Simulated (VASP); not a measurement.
A run of VASP 6.6.1 is set up as follows.

Contents of INCAR:

```
SYSTEM = In3GaSbN
  ALGO = Normal
  EDIFF = 1E-6
  ENCUT = 520
  GGA = PE
  ISIF = 2
  ISMEAR = 0
  LASPH = .TRUE.
  LCHARG = .FALSE.
  LREAL = .FALSE.
  LWAVE = .FALSE.
  NBANDS = 40
  NELM = 60
  PREC = Accurate
  SIGMA = 0.1
```

KPOINTS

```
k-points
0
G
  6 6 8
  0 0 0
```

Contents of POSCAR:

```
In3GaSbN
1.0
    5.9475050874      0.0000000000      0.0000000000
    0.0000000000      5.9475050874      0.0000000000
    0.0000000000      0.0000000000      4.7469430328
In Ga Sb N
3 1 1 1
Direct
    0.5000000000      0.0000000000      0.5000000000
    0.0000000000      0.5000000000      0.5000000000
    0.0000000000      0.0000000000      0.0000000000
    0.0000000000      0.0000000000      0.5000000000
    0.5000000000      0.5000000000      0.5000000000
    0.5000000000      0.5000000000      0.0000000000
```

Potentials or basis: VASP PAW PBE potentials, release 64 (In_d, Ga_d, Sb, N).

Launch:

```sh
$ cat potpaw_PBE.64/In_d/POTCAR potpaw_PBE.64/Ga_d/POTCAR potpaw_PBE.64/Sb/POTCAR potpaw_PBE.64/N/POTCAR > POTCAR
$ mpirun -np 1 vasp_std > vasp.out
```

(1) What does it give for the pressure?

(2) Estimate the band gap on the k mesh.

## Answers

(1) 0.0 GPa.

(2) zero (bands 31 and 32 overlap by 1.33 eV).

Caveat: spin-orbit coupling is left out, which moves the levels of the heavy elements.
